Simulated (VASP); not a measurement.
Input of a VASP 6.6.1 run:

The input INCAR:

```
PREC     = Accurate       # precision mode
ENCUT    = 520            # plane-wave cutoff, eV
EDIFF    = 1E-6           # SCF threshold, eV
ISMEAR   = 0              # smearing method
SIGMA    = 0.01           # smearing width, eV
LREAL    = F              # projectors in reciprocal space
LASPH    = T              # aspherical terms in the spheres
NELM     = 80             # most SCF steps
ALGO     = Normal         # electronic algorithm
ISIF     = 2              # what is computed and relaxed
LWAVE    = F              # write WAVECAR
LCHARG   = F              # write CHGCAR
GGA      = PE             # functional
NBANDS   = 11             # bands
```

KPOINTS

```
regular mesh
0
Gamma
  6 6 6
```

Contents of POSCAR:

```
BAs
1.0
    0.0000000000      2.4028725035      2.3918699019
    2.3918699019      0.0000000000      2.3918699019
    2.3918699019      2.4028725035      0.0000000000
B As
1 1
Direct
    0.0000000000      0.0000000000      0.0000000000
    0.2500000000      0.2500000000      0.2500000000
```

Potentials or basis: VASP PAW PBE potentials, release 64 (B, As).

The run is started by

```bash
$ cat potpaw_PBE.64/B/POTCAR potpaw_PBE.64/As/POTCAR > POTCAR
$ mpirun -np 1 vasp_std > vasp.out
```

Question: Estimate the band gap on the k mesh.

Answer: 1.25 eV, indirect (least direct gap 3.24 eV).

Question: Estimate the pressure.

Answer: 2.2 GPa.

Stress tensor (GPa, compression positive):
```
2.51 0.00 0.00
0.00 1.57 0.00
0.00 0.00 2.51
```

Caveat: the cell differs from its parent crystal (uniaxial y strain +0.5%). A k mesh can miss the band edges.
